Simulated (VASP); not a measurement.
Wanted: the native input for a VASP 6.6.1 run.

```
Task                   : electric field gradients
Functional             : PBEsol
Potentials or basis    : VASP PAW PBE potentials, release 64 (Ba_sv, Ti_sv, O)
Cutoff                 : 520 eV
k mesh                 : 7 × 7 × 7
Occupations            : fermi-dirac, width 0.03 eV
Spin                   : no spin polarisation
Dipole correction      : no
Further INCAR settings : ALGO = Normal; EDIFF = 1e-08; NBANDS = 28
```

The structure of BaTiO3 lies in POSCAR:

```
BaTiO3
1.0
    4.0524349834      0.0000000000      0.0000000000
    0.0000000000      4.0524349834      0.0000000000
    0.0000000000      0.0000000000      4.0708744846
Ba Ti O
1 1 3
Direct
    0.0000000000      0.0000000000      0.0000000000
    0.5000000000      0.5000000000      0.5000000000
    0.5000000000      0.5000000000      0.0000000000
    0.5000000000      0.0000000000      0.5000000000
    0.0000000000      0.5000000000      0.5000000000
```

This cell differs from its parent crystal: volume scaled by 1.04.

These files were run (other wordings do the same):

INCAR

```
SYSTEM = BaTiO3
ALGO = Normal
EDIFF = 1E-8
ENCUT = 520
GGA = PS
ISIF = 2
ISMEAR = -1
LASPH = .True.
LCHARG = .False.
LEFG = .True.
LREAL = .False.
LWAVE = .False.
NBANDS = 28
NELM = 60
PREC = Accurate
SIGMA = 0.03
```

KPOINTS

```
k-points
0
Gamma
  7 7 7
  0 0 0
```

Potentials or basis: VASP PAW PBE potentials, release 64 (Ba_sv, Ti_sv, O).

Command:

```sh
$ cat potpaw_PBE.64/Ba_sv/POTCAR potpaw_PBE.64/Ti_sv/POTCAR potpaw_PBE.64/O/POTCAR > POTCAR
$ mpirun -np 1 vasp_std > vasp.out
```

Results of the run:

```yaml
Pressure: -8.7 GPa
Band_gap_on_the_k_mesh: 1.67 eV, indirect (least direct gap 1.80 eV)
```

Caveat: without QUAD_EFG the Cq values of the log hold for a quadrupole moment of 1 mb, not for the nuclei; the PAW data sets were made with another functional, which shifts forces and pressure a little; spin-orbit coupling is left out, which moves the levels of the heavy elements.

Wall time 81 s on 1 thread of Intel Xeon 6975P-C (shared host), peak memory 0.22 GiB.
